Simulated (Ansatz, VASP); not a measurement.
## LiH in VASP and in Ansatz

```
Li H
1.0
     0.00000    2.14512    2.14512
     2.17129    0.00000    2.14512
     2.17129    2.14512    0.00000
Li H
1 1
Cartesian
  0.0000 0.0000 0.0000
  1.0856 1.0726 1.0726
```

Change from the starting cell: uniaxial_x strain +1.2%.

Alike in both runs: task single point; functional PBE; k mesh 10 × 10 × 10; occupations fermi-dirac, width 0.02 eV; no spin polarisation.

```csv
,VASP,Ansatz
version,VASP 6.6.1,Ansatz 0.2.0
potentials or method,"VASP PAW PBE potentials, release 64 (Li_sv, H)","plane waves, PAW"
plane-wave cutoff (eV),750,420
valence electrons in the cell,4,4
```

VASP gave:

```
gap on the k mesh at the Fermi level (eV)                     : 4.19
pressure (GPa)                                                : -0.5
traceless stress, the component that is largest in VASP (GPa) : -0.13
```

Question: What did Ansatz give for the same quantities?

Answer: gap on the k mesh at the Fermi level (eV): 4.19; pressure (GPa): -0.4; traceless stress, the component that is largest in VASP (GPa): -0.13.

The functional is the same, so the differences come from potentials, cutoffs and numerics.
